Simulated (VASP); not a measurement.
# KTaO3 (Pm-3m) in VASP: further runs

KTaO3 is run at these levels: PBE; tasks: single point.

Everything below comes from runs of VASP 6.6.1. Logs are shortened: lines on timing, memory, paths and dates and some standing lists are left out, and cuts for length are marked.

## 1. The cell of the first run

The structure is cubic, space group Pm-3m (No. 221). The conventional cell has a = 3.988 Å, b = 3.988 Å, c = 3.988 Å, α = 90.00°, β = 90.00°, γ = 90.00°. K (site symmetry m-3m) has 12 O at 2.82 Å and 8 Ta at 3.45 Å within 3.7 Å. Within 2.6 Å of Ta (site symmetry m-3m) lie 6 O at 1.99 Å. O (site symmetry 4/mmm) has 2 Ta at 1.99 Å within 2.6 Å.

## 2. Single point, PBE

File INCAR:

```
SYSTEM = KTaO3
PREC = Accurate
ENCUT = 520
EDIFF = 1E-7
ISMEAR = 0
SIGMA = 0.05
LREAL = .False.
LASPH = .True.
NELM = 60
ALGO = Normal
ISIF = 2
LWAVE = .False.
LCHARG = .False.
GGA = PE
NBANDS = 27
```

File KPOINTS:

```
Automatic mesh
0
Gamma
  8 8 8
  0 0 0
```

File POSCAR:

```
KTaO3
1.0
    3.9882991392      0.0000000000      0.0000000000
    0.0000000000      3.9882991392      0.0000000000
    0.0000000000      0.0000000000      3.9882991392
K Ta O
1 1 3
Direct
    0.0000000000      0.0000000000      0.0000000000
    0.5000000000      0.5000000000      0.5000000000
    0.0000000000      0.5000000000      0.5000000000
    0.5000000000      0.5000000000      0.0000000000
    0.5000000000      0.0000000000      0.5000000000
```

Potentials or basis: VASP PAW PBE potentials, release 64 (K_sv, Ta_pv, O).

The run is started by

```
> cat potpaw_PBE.64/K_sv/POTCAR potpaw_PBE.64/Ta_pv/POTCAR potpaw_PBE.64/O/POTCAR > POTCAR
> mpirun -np 1 vasp_std > vasp.out
```

OUTCAR:

```text
SYSTEM = KTaO3
   PREC = Accurate
   ENCUT = 520
   EDIFF = 1E-7
   ISMEAR = 0
   LREAL = .False.
   LASPH = .True.
   NELM = 60
   ISIF = 2
   GGA = PE

 ion  position               nearest neighbor table
   1  0.000  0.000  0.000-   3 2.82   4 2.82   5 2.82   3 2.82   5 2.82   3 2.82   4 2.82   3 2.82
                             4 2.82   5 2.82   5 2.82   4 2.82   2 3.45   2 3.45   2 3.45   2 3.45
   2  0.500  0.500  0.500-   3 1.99   4 1.99   5 1.99   4 1.99   5 1.99   3 1.99   1 3.45   1 3.45
                             1 3.45   1 3.45   1 3.45   1 3.45   1 3.45   1 3.45
   3  0.000  0.500  0.500-   2 1.99   2 1.99   1 2.82   1 2.82   1 2.82   1 2.82
   4  0.500  0.500  0.000-   2 1.99   2 1.99   1 2.82   1 2.82   1 2.82   1 2.82
   5  0.500  0.000  0.500-   2 1.99   2 1.99   1 2.82   1 2.82   1 2.82   1 2.82

  LATTYP: Found a simple cubic cell.
 ALAT       =     3.9882991392

  Lattice vectors:

 A1 = (   3.9882991392,   0.0000000000,   0.0000000000)
 A2 = (   0.0000000000,   3.9882991392,   0.0000000000)
 A3 = (   0.0000000000,   0.0000000000,   3.9882991392)

Analysis of symmetry for initial positions (statically):
=====================================================================
 Subroutine PRICEL returns:
 Original cell was already a primitive cell.

 Routine SETGRP: Setting up the symmetry group for a
 simple cubic supercell.

 Subroutine GETGRP returns: Found 48 space group operations
 (whereof 48 operations were pure point group operations)
 out of a pool of 48 trial point group operations.

The static configuration has the point symmetry O_h .

Analysis of symmetry for dynamics (positions and initial velocities):
=====================================================================
 Subroutine PRICEL returns:
 Original cell was already a primitive cell.

 Routine SETGRP: Setting up the symmetry group for a
 simple cubic supercell.

 Subroutine GETGRP returns: Found 48 space group operations
 (whereof 48 operations were pure point group operations)
 out of a pool of 48 trial point group operations.

The dynamic configuration has the point symmetry O_h .

 Subroutine INISYM returns: Found 48 space group operations
 (whereof 48 operations are pure point group operations),
 and found     1 'primitive' translations

----------------------------------------------------------------------------------------

                                     Primitive cell

  volume of cell :      63.4400

  direct lattice vectors                    reciprocal lattice vectors
     3.988299139  0.000000000  0.000000000     0.250733449  0.000000000  0.000000000
     0.000000000  3.988299139  0.000000000     0.000000000  0.250733449  0.000000000
     0.000000000  0.000000000  3.988299139     0.000000000  0.000000000  0.250733449

  length of vectors
     3.988299139  3.988299139  3.988299139     0.250733449  0.250733449  0.250733449

  position of ions in fractional coordinates (direct lattice)
     0.000000000  0.000000000  0.000000000
     0.500000000  0.500000000  0.500000000
     0.000000000  0.500000000  0.500000000
     0.500000000  0.500000000  0.000000000
     0.500000000  0.000000000  0.500000000

  ion indices of the primitive-cell ions
   primitive index   ion index
                 1           1
                 2           2
                 3           3
                 4           4
                 5           5

----------------------------------------------------------------------------------------

 KPOINTS: Automatic mesh

Automatic generation of k-mesh.
 Grid dimensions read from file:
 generate k-points for:    8    8    8

 Generating k-lattice:

  Cartesian coordinates                     Fractional coordinates (reciprocal lattice)
     0.031341681  0.000000000  0.000000000     0.125000000  0.000000000  0.000000000
     0.000000000  0.031341681  0.000000000     0.000000000  0.125000000  0.000000000
     0.000000000  0.000000000  0.031341681     0.000000000  0.000000000  0.125000000

  Length of vectors
     0.031341681  0.031341681  0.031341681

  Shift w.r.t. Gamma in fractional coordinates (k-lattice)
     0.000000000  0.000000000  0.000000000

 Subroutine IBZKPT returns following result:
 ===========================================

 Found     35 irreducible k-points:

 Following reciprocal coordinates:
            Coordinates               Weight
  0.000000  0.000000  0.000000      1.000000
  0.125000  0.000000  0.000000      6.000000
  0.250000  0.000000  0.000000      6.000000
  0.375000  0.000000  0.000000      6.000000
  0.500000  0.000000  0.000000      3.000000
  0.125000  0.125000  0.000000     12.000000
[... 16 lines left out ...]
  0.375000  0.375000  0.125000     24.000000
  0.500000  0.375000  0.125000     24.000000
 [... further k-points ...]
   k-points           NKPTS =     35   k-points in BZ     NKDIM =     35   number of bands    NBANDS=     27
   number of dos      NEDOS =    301   number of ions     NIONS =      5
   total plane-waves  NPLWV =  27000
   dimension x,y,z NGX =    30 NGY =   30 NGZ =   30
   dimension x,y,z NGXF=    60 NGYF=   60 NGZF=   60
   ions per type =               1   1   3
   NGX,Y,Z   is equivalent  to a cutoff of  12.51, 12.51, 12.51 a.u.
   NGXF,Y,Z  is equivalent  to a cutoff of  25.01, 25.01, 25.01 a.u.
 SYSTEM =  KTaO3
   PREC   = accura    normal or accurate (medium, high low for compatibility)
   ISTART =      0    job   : 0-new  1-cont  2-samecut
   ICHARG =      2    charge: 1-file 2-atom 10-const
   ISPIN  =      1    spin polarized calculation?
   LNONCOLLINEAR =      F non collinear calculations
   LSORBIT =      F    spin-orbit coupling
   LASPH  =      T    aspherical Exc in radial PAW
   ENCUT  =  520.0 eV  38.22 Ry    6.18 a.u.   7.42  7.42  7.42*2*pi/ulx,y,z
   NELM   =     60;   NELMIN=  2; NELMDL= -5     # of ELM steps
   EDIFF  = 0.1E-06   stopping-criterion for ELM
   LREAL  =      F    real-space projection
   EDIFFG = 0.1E-05   stopping-criterion for IOM
   NSW    =      0    number of steps for IOM
   IBRION =     -1    ionic relax: 0-MD 1-quasi-New 2-CG
   NFREE  =      0    steps in history (QN), initial steepest desc. (CG)
   ISIF   =      2    stress and relaxation
   ISYM   =      2    0-nonsym 1-usesym 2-fastsym
   POTIM  = 0.5000    time-step for ionic-motion
   TEBEG  =    0.0;   TEEND  =   0.0 temperature during run
   PSTRESS=    0.0 pullay stress
   NELECT =      38.0000    total number of electrons
   NUPDOWN=      -1.0000    fix difference up-down
   EMIN   =  10.00;   EMAX   =-10.00  energy-range for DOS
   EFERMI =   0.00;   METHOD = LEGACY
   ISMEAR =     0;   SIGMA  =   0.05  broadening in eV -4-tet -1-fermi 0-gaus
   EFERMI_NEDOS =   21; number of points for ismear=-14 and -15
   IALGO  =     38    algorithm
   IMIX   =      4    mixing-type and parameters
     AMIX     =   0.40;   BMIX     =  1.00
     AMIX_MAG =   1.60;   BMIX_MAG =  1.00
  volume/ion in A,a.u.               =      12.69        85.62
  Fermi-wavevector in a.u.,A,eV,Ry     =   1.380008  2.607837 25.911240  1.904422
  Thomas-Fermi vector in A             =   2.504925
   LORBIT       =      0    0 simple, 1 ext, 2 COOP (PROOUT), +10 PAW based schemes
   GGA     = PE    functional components
   LHFCALC =     F    Hartree Fock is set to
   AEXX    =    0.0000 exact exchange contribution
   IVDW    =     0    specifies the selected vdW correction
   LEPSILON=     F    determine dielectric tensor
   LRPA    =     F    only Hartree local field effects (RPA)
 non-spin polarized calculation
 Gauss-broadening in eV      SIGMA  =   0.05
  energy-cutoff  :      520.00
  volume of cell :       63.44
 maximum number of plane-waves:      1743
 NGX is ok and might be reduce to    30
   NGX = 15   NGY = 15   NGZ = 15

 number of electron      37.9999976 magnetization

 Free energy of the ion-electron system (eV)
  ---------------------------------------------------
  ext. energy  EPLUGINS =         0.00000000
  ---------------------------------------------------
  free energy    TOTEN  =       -41.02998957 eV

  energy without entropy =      -41.02998957  energy(sigma->0) =      -41.02998957

 E-fermi :   2.0395     XC(G=0): -10.8738

 val. band max:        1.8021500038   @ k =   0.5000   0.5000   0.5000
 cond. band min:       3.9782758273   @ k =   0.0000   0.0000   0.0000
 fundamental gap:      2.1761258235
 Fermi energy:         2.0394895980

 k-point     1 :       0.0000    0.0000    0.0000
  band No.  band energies     occupation
      1     -32.3211      2.00000
      2     -32.3211      2.00000
      3     -32.3211      2.00000
      4     -25.5207      2.00000
      5     -15.7497      2.00000
      6     -15.0432      2.00000
[... 19 lines left out ...]
     26       9.8657      0.00000
     27       9.8657      0.00000

 k-point     2 :       0.1250    0.0000    0.0000
  band No.  band energies     occupation
      1     -32.3345      2.00000
      2     -32.3206      2.00000
      3     -32.3206      2.00000
      4     -25.5166      2.00000
      5     -15.7040      2.00000
      6     -15.0397      2.00000
[... 19 lines left out ...]
     26      10.0633      0.00000
     27      10.0967      0.00000

 k-point     3 :       0.2500    0.0000    0.0000
  band No.  band energies     occupation
      1     -32.3668      2.00000
      2     -32.3193      2.00000
      3     -32.3193      2.00000
      4     -25.5067      2.00000
      5     -15.6488      2.00000
      6     -15.0315      2.00000
[... 19 lines left out ...]
     26      10.5588      0.00000
     27      10.9625      0.00000

 k-point     4 :       0.3750    0.0000    0.0000
  band No.  band energies     occupation
      1     -32.3987      2.00000
      2     -32.3181      2.00000
      3     -32.3181      2.00000
      4     -25.4969      2.00000
      5     -15.6413      2.00000
      6     -15.0234      2.00000
[... 19 lines left out ...]
     26      11.0862      0.00000
     27      12.2759      0.00000

 k-point     5 :       0.5000    0.0000    0.0000
  band No.  band energies     occupation
      1     -32.4117      2.00000
      2     -32.3176      2.00000
      3     -32.3176      2.00000
      4     -25.4928      2.00000
      5     -15.6453      2.00000
      6     -15.0196      2.00000
[... 19 lines left out ...]
     26      11.3167      0.00000
     27      12.2728      0.00000

 k-point     6 :       0.1250    0.1250    0.0000
  band No.  band energies     occupation
      1     -32.3342      2.00000
      2     -32.3338      2.00000
      3     -32.3201      2.00000
      4     -25.5128      2.00000
      5     -15.6480      2.00000
      6     -14.9905      2.00000
[... 444 lines left out ...]
      1     -32.3958      2.00000
      2     -32.3628      2.00000
      3     -32.3297      2.00000
      4     -25.4865      2.00000
      5     -15.2724      2.00000
      6     -14.6961      2.00000
[... 19 lines left out ...]
     26      11.8238      0.00000
     27      12.6434      0.00000

 k-point    22 :       0.5000    0.2500    0.1250
  band No.  band energies     occupation
      1     -32.4089      2.00000
      2     -32.3622      2.00000
      3     -32.3292      2.00000
      4     -25.4836      2.00000
      5     -15.2607      2.00000
      6     -14.6928      2.00000
[... 19 lines left out ...]
     26      12.0277      0.00000
     27      12.4672      0.00000

 k-point    23 :       0.3750    0.3750    0.1250
  band No.  band energies     occupation
      1     -32.3945      2.00000
      2     -32.3941      2.00000
      3     -32.3284      2.00000
      4     -25.4808      2.00000
      5     -15.1793      2.00000
      6     -14.3763      2.00000
[... 19 lines left out ...]
     26      12.4280      0.00000
     27      12.5771      0.00000

 k-point    24 :       0.5000    0.3750    0.1250
  band No.  band energies     occupation
      1     -32.4073      2.00000
      2     -32.3937      2.00000
      3     -32.3279      2.00000
      4     -25.4785      2.00000
      5     -15.1555      2.00000
      6     -14.3556      2.00000
[... 19 lines left out ...]
     26      12.5491      0.00000
     27      12.6158      0.00000

 [... further k-points ...]

------------------------ aborting loop because EDIFF is reached ----------------------------------------

  FORCE on cell =-STRESS in cart. coord.  units (eV):
  Direction    XX          YY          ZZ          XY          YZ          ZX
  --------------------------------------------------------------------------------------
  -------------------------------------------------------------------------------------
  Total        2.4084534      2.4084534      2.4084534      0.0000000      0.0000000      0.0000000
  in kB       60.8254944     60.8254944     60.8254944      0.0000000      0.0000000      0.0000000
  external PRESSURE =      60.8254944 kB  Pullay stress =       0.0000000 kB

 VOLUME and BASIS-vectors are now :
 -----------------------------------------------------------------------------
  energy-cutoff  :      520.00
  volume of cell :       63.44
      direct lattice vectors                 reciprocal lattice vectors
     3.988299139  0.000000000  0.000000000     0.250733449  0.000000000  0.000000000
     0.000000000  3.988299139  0.000000000     0.000000000  0.250733449  0.000000000
     0.000000000  0.000000000  3.988299139     0.000000000  0.000000000  0.250733449

 POSITION                                       TOTAL-FORCE (eV/Angst)
 -----------------------------------------------------------------------------------
      0.00000      0.00000      0.00000         0.000000      0.000000      0.000000
      1.99415      1.99415      1.99415         0.000000      0.000000      0.000000
      0.00000      1.99415      1.99415         0.000000      0.000000      0.000000
      1.99415      1.99415      0.00000         0.000000      0.000000      0.000000
      1.99415      0.00000      1.99415         0.000000      0.000000      0.000000
 -----------------------------------------------------------------------------------
    total drift:                                0.000000      0.000000     -0.000000

  FREE ENERGIE OF THE ION-ELECTRON SYSTEM (eV)
  ---------------------------------------------------
  free  energy   TOTEN  =       -41.0299895687 eV

  energy  without entropy=      -41.0299895687  energy(sigma->0) =      -41.02998957
```

It took 23 s on 1 thread of AMD EPYC 9R45 (Zen 5), shared host; peak memory 0.18 GiB.

What came out:

| Quantity | Value |
| --- | --- |
| Free energy | -41.0300 eV |
| Pressure | 6.1 GPa |
| Band gap on the k mesh | 2.18 eV (least direct gap 2.80 eV) |

Caveat: the cell stands under pressure; spin-orbit coupling is left out, which moves the levels of the heavy elements. A k mesh can miss the band edges.

## 3. Single point, PBE, non-collinear spin, zero start, spin-orbit coupling (12.18 Å³/atom)

This run uses another cell than the first one, of 12.18 Å³/atom.

File INCAR:

```
SYSTEM = KTaO3
  ALGO = Normal
  EDIFF = 1E-7
  ENCUT = 520
  GGA = PE
  GGA_COMPAT = .False.
  ISIF = 2
  ISMEAR = 0
  LASPH = .True.
  LCHARG = .False.
  LMAXMIX = 4
  LORBIT = 11
  LORBMOM = .True.
  LREAL = .False.
  LSORBIT = .True.
  LWAVE = .False.
  MAGMOM = 0 0 0 0 0 0 0 0 0 0 0 0 0 0 0
  NBANDS = 53
  NELM = 150
  PREC = Accurate
  SIGMA = 0.05
```

File KPOINTS:

```
k-points
0
Gamma
  6 6 6
  0 0 0
```

Edit POSCAR of step 2 so:

```diff
@@ -2,5 +2,5 @@
 1.0
-    3.9882991392      0.0000000000      0.0000000000
-    0.0000000000      3.9882991392      0.0000000000
-    0.0000000000      0.0000000000      3.9882991392
+    3.9343965973      0.0000000000      0.0000000000
+    0.0000000000      3.9343965973      0.0000000000
+    0.0000000000      0.0000000000      3.9343965973
 K Ta O
```

Potentials or basis: VASP PAW PBE potentials, release 64 (K_sv, Ta_pv, O).

The run is started by

```
> cat potpaw_PBE.64/K_sv/POTCAR potpaw_PBE.64/Ta_pv/POTCAR potpaw_PBE.64/O/POTCAR > POTCAR
> mpirun -np 1 vasp_ncl > vasp.out
```

OUTCAR:

```text
SYSTEM = KTaO3
   EDIFF = 1E-7
   ENCUT = 520
   GGA = PE
   ISIF = 2
   ISMEAR = 0
   LASPH = .True.
   LORBIT = 11
   LREAL = .False.
   LSORBIT = .True.
   NELM = 150
   PREC = Accurate

 ion  position               nearest neighbor table
   1  0.000  0.000  0.000-   3 2.78   4 2.78   5 2.78   3 2.78   5 2.78   3 2.78   4 2.78   3 2.78
                             4 2.78   5 2.78   5 2.78   4 2.78   2 3.41   2 3.41   2 3.41   2 3.41
   2  0.500  0.500  0.500-   3 1.97   4 1.97   5 1.97   4 1.97   5 1.97   3 1.97   1 3.41   1 3.41
                             1 3.41   1 3.41   1 3.41   1 3.41   1 3.41   1 3.41
   3  0.000  0.500  0.500-   2 1.97   2 1.97   1 2.78   1 2.78   1 2.78   1 2.78
   4  0.500  0.500  0.000-   2 1.97   2 1.97   1 2.78   1 2.78   1 2.78   1 2.78
   5  0.500  0.000  0.500-   2 1.97   2 1.97   1 2.78   1 2.78   1 2.78   1 2.78

  LATTYP: Found a simple cubic cell.
[... 1441 lines left out ...]

 total charge

# of ion       s       p       d       tot
------------------------------------------
    1        1.963   5.613   0.054   7.631
    2        0.365   6.394   2.129   8.887
    3        1.566   3.546   0.000   5.112
    4        1.566   3.546   0.000   5.112
    5        1.566   3.546   0.000   5.112
--------------------------------------------------
tot          7.026  22.646   2.183  31.854

 magnetization (x)

# of ion       s       p       d       tot
------------------------------------------
    1        0.000  -0.000  -0.000  -0.000
    2        0.000   0.000  -0.000  -0.000
    3        0.000  -0.000   0.000  -0.000
    4       -0.000  -0.000   0.000  -0.000
    5        0.000  -0.000   0.000  -0.000
--------------------------------------------------
tot          0.000  -0.000  -0.000  -0.000

 magnetization (y)

# of ion       s       p       d       tot
------------------------------------------
    1       -0.000   0.000  -0.000   0.000
    2        0.000  -0.000   0.000   0.000
    3        0.000  -0.000   0.000   0.000
    4        0.000   0.000   0.000   0.000
    5        0.000   0.000   0.000   0.000
--------------------------------------------------
tot          0.000   0.000   0.000   0.000

 magnetization (z)

# of ion       s       p       d       tot
------------------------------------------
    1       -0.000   0.000  -0.000   0.000
    2       -0.000   0.000  -0.000  -0.000
    3        0.000  -0.000   0.000  -0.000
    4       -0.000  -0.000   0.000  -0.000
    5       -0.000  -0.000   0.000  -0.000
--------------------------------------------------
tot         -0.000   0.000  -0.000  -0.000
```

stdout:

```text
POSCAR found type information on POSCAR K TaO
 POSCAR found :  3 types and       5 ions
 scaLAPACK will be used
 LDA part: xc-table for (Slater+PW92), standard interpolation
 POSCAR, INCAR and KPOINTS ok, starting setup
 FFT: planning ... GRIDC
 FFT: planning ... GRID_SOFT
 FFT: planning ... GRID
 WAVECAR not read
 entering main loop
```

Wall time 57 s (1 thread of AMD EPYC 9R45 (Zen 5), shared host); peak memory 0.3 GiB.

What came out:

```
Free energy                                           : -41.4583 eV
Pressure                                              : 15.9 GPa
Net moment                                            : 0.00 μB per cell
Valence electrons inside the program's atomic spheres : K 7.63; Ta 8.89; O 5.11
```

Moments on the atoms (μB; x, y, z):
```
K   0.00 0.00 0.00
Ta  0.00 0.00 0.00
O   0.00 0.00 0.00
O   0.00 0.00 0.00
O   0.00 0.00 0.00
```

Caveat: the cell stands under pressure.

(Part 1 of 2 ends here.)
